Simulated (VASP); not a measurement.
Here is a VASP 6.6.1 calculation.

Contents of INCAR:

```
  PREC = Accurate
  ENCUT = 520
  EDIFF = 1E-7
  ISMEAR = 0
  SIGMA = 0.1
  LREAL = F
  LASPH = T
  NELM = 80
  ALGO = Normal
  ISIF = 2
  LWAVE = F
  LCHARG = F
  GGA = PE
  NBANDS = 26
```

File KPOINTS:

```
regular mesh
0
Gamma
  6 6 2
```

POSCAR

```
GaB2As3
1.0
    4.1868043356      0.0000000000      0.0000000000
    0.0000000000      4.1868043356      0.0000000000
    0.0000000000      0.0000000000      5.7568522641
Ga B As
1 2 3
Direct
    0.5000000000      0.5000000000      0.7222700656
    0.0000000000      0.0000000000      0.4014508930
    0.5000000000      0.5000000000      0.3372715058
    0.5000000000      0.0000000000      0.2500589227
    0.0000000000      0.5000000000      0.2500589227
    0.0000000000      0.0000000000      0.7647936901
```

Potentials or basis: VASP PAW PBE potentials, release 64 (Ga_d, B, As).

Launch:

```bash
$ cat potpaw_PBE.64/Ga_d/POTCAR potpaw_PBE.64/B/POTCAR potpaw_PBE.64/As/POTCAR > POTCAR
$ mpirun -np 1 vasp_std > vasp.out
```

Task: Predict the band gap on the k mesh.

Result: Zero (band 17 reaches 5.64 eV, above the bottom of band 18 at 3.99 eV).

Task: Estimate the largest force.

Result: 0.039 eV/Å.

Task: Predict the pressure.

Result: 0.5 GPa.

Forces in eV/Å, atoms in the order of the input:
```
Ga   0.000  0.000  0.003
B    0.000  0.000 -0.035
B    0.000  0.000  0.010
As   0.000  0.000 -0.009
As   0.000  0.000 -0.009
As   0.000  0.000  0.039
```

Caveat: the k points lie up to 0.55 Å⁻¹ apart.
